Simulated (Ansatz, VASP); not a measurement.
## One calculation of ZnS, two programs

Contents of POSCAR:

```
ZnS
1.0
    3.8054508206      0.0000000000      0.0000000000
   -1.9027254103      3.2956170835      0.0000000000
    0.0000000000      0.0000000000      6.2439930788
Zn S
2 2
Direct
    0.3333333333      0.6666666667      0.0003381272
    0.6666666667      0.3333333333      0.5003381272
    0.3333333333      0.6666666667      0.3746618728
    0.6666666667      0.3333333333      0.8746618728
```

Contents of INCAR.step1:

```
SYSTEM = ZnS
  PREC = Accurate
  ENCUT = 550
  ISMEAR = 0
  SIGMA = 0.01
  LREAL = .FALSE.
  LASPH = .TRUE.
  NELM = 120
  NBANDS = 26
  GGA = PE
  ALGO = Normal
  EDIFF = 1E-5
  LWAVE = .TRUE.
  LCHARG = .FALSE.
  GGA_COMPAT = .FALSE.
```

File INCAR.step2:

```
SYSTEM = ZnS
  PREC = Accurate
  ENCUT = 550
  EDIFF = 1E-6
  ISMEAR = 0
  SIGMA = 0.01
  LREAL = .FALSE.
  LASPH = .TRUE.
  NELM = 120
  ALGO = Normal
  ISIF = 2
  LWAVE = .FALSE.
  LCHARG = .TRUE.
  METAGGA = R2SCAN
  LMIXTAU = .TRUE.
  LELF = .TRUE.
  LVHAR = .TRUE.
  NBANDS = 26
  ISTART = 1
  GGA_COMPAT = .FALSE.
```

The input KPOINTS:

```
regular mesh
0
G
  6 6 2
  0 0 0
```

Input for Ansatz:

```yaml
crystal:
  lattice:
    - [3.8054508206, 0.0, 0.0]
    - [-1.9027254103, 3.2956170835, 0.0]
    - [0.0, 0.0, 6.2439930788]
  atoms:
    - { symbol: Zn, position: [0.3333333333, 0.6666666667, 0.0003381272] }
    - { symbol: Zn, position: [0.6666666667, 0.3333333333, 0.5003381272] }
    - { symbol: S, position: [0.3333333333, 0.6666666667, 0.3746618728] }
    - { symbol: S, position: [0.6666666667, 0.3333333333, 0.8746618728] }
kpoints:
  mp_grid: { grid: [6, 6, 2] }
hamiltonian:
  xc: r2scan
scf:
  occupations: { method: fixed }
output:
  optics:
    e_range: [0.5, 20]
    de: 0.2
    sigma: 0.25
    scissors: 0
    scheme: gaussian
    bands: { spectra_wanted_up_to: 20 }
    kdotp_interpolation: "off"
```

Alike in both runs: task single point; functional r2SCAN; k mesh 6 × 6 × 2; no spin polarisation.

```csv
,VASP,Ansatz
version,VASP 6.6.1,Ansatz 0.2.0
potentials or method,"VASP PAW PBE potentials, release 64 (Zn, S)","plane waves, PAW"
plane-wave cutoff (eV),550,500
occupations,"gaussian, width 0.01 eV",fixed
valence electrons in the cell,36,36
```

```tsv
	VASP	Ansatz	Ansatz less VASP
gap on the k mesh at the Fermi level (eV)	2.79	2.78	-0.009
```

VASP's potentials were made for PBE, not for r2SCAN.

The k mesh is coarse, so the values compare programs but aren't converged.
